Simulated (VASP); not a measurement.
Wanted: the native input for a VASP 6.6.1 run.

* Task: relaxation of cell and atoms
* Functional: PBE
* Potentials or basis: VASP PAW PBE potentials, release 64 (Mn_pv, Sb)
* Cutoff: 600 eV
* k mesh: 6 × 6 × 6
* Occupations: gaussian, width 0.1 eV
* Spin: collinear spin, ferromagnetic start
* Starting moments: [3.37, 0.0] μB
* Dipole correction: no
* Further INCAR settings: ALGO = Normal; EDIFF = 1e-06; IBRION = 2; EDIFFG = -0.04; NSW = 90; ISIF = 3

The structure of MnSb lies in POSCAR:

```
MnSb
1.0
    0.0000000000      2.8479931613      2.8479931613
    2.8479931613      0.0000000000      2.8479931613
    2.8479931613      2.8479931613      0.0000000000
Mn Sb
1 1
Direct
    0.0000000000      0.0000000000      0.0000000000
    0.7500000000      0.7500000000      0.7500000000
```

One way to write it, as run:

INCAR

```
PREC = Accurate
ENCUT = 600
EDIFF = 1E-6
ISMEAR = 0
SIGMA = 0.1
LREAL = False
LASPH = True
NELM = 150
ALGO = Normal
ISIF = 3
LWAVE = False
LCHARG = False
ISPIN = 2
MAGMOM = 3.37 0
LORBIT = 11
LMAXMIX = 4
GGA = PE
IBRION = 2
NSW = 90
EDIFFG = -0.04
```

KPOINTS

```
regular mesh
0
Gamma
  6 6 6
```

Potentials or basis: VASP PAW PBE potentials, release 64 (Mn_pv, Sb).

Launch:

```console
$ cat potpaw_PBE.64/Mn_pv/POTCAR potpaw_PBE.64/Sb/POTCAR > POTCAR
$ mpirun -np 1 vasp_std > vasp.out
```

It gave:

```yaml
Relaxed_volume: 29.52 Å³/atom
Relaxed_cell: a = 4.371 Å, b = 4.371 Å, c = 4.371 Å, α = 60.00°, β = 60.00°, γ = 60.00°
Space_group_after_relaxing_to_0.1_Å: F-43m (No. 216)
Energy_gained_by_relaxing: 235.3 meV/atom
Ionic_steps: 4
Pressure_after_relaxing: 0.0 GPa
Band_gap_on_the_k_mesh: zero (filled and empty bands overlap)
Net_moment: -4.00 μB per cell
Site_moments: Mn -3.89; Sb +0.17 μB
Valence_electrons_inside_the_program's_atomic_spheres: Mn 11.43; Sb 2.50
```

Caveat: the volume moved by over 15 % at a fixed basis, so the end points are rough; spin-orbit coupling is left out, which moves the levels of the heavy elements; a cell with one magnetic atom can't hold antiferromagnetic order, which such compounds often take.

Wall time 2.4 min on 1 thread of Intel Xeon 8259CL, on a shared host, peak memory 0.22 GiB.
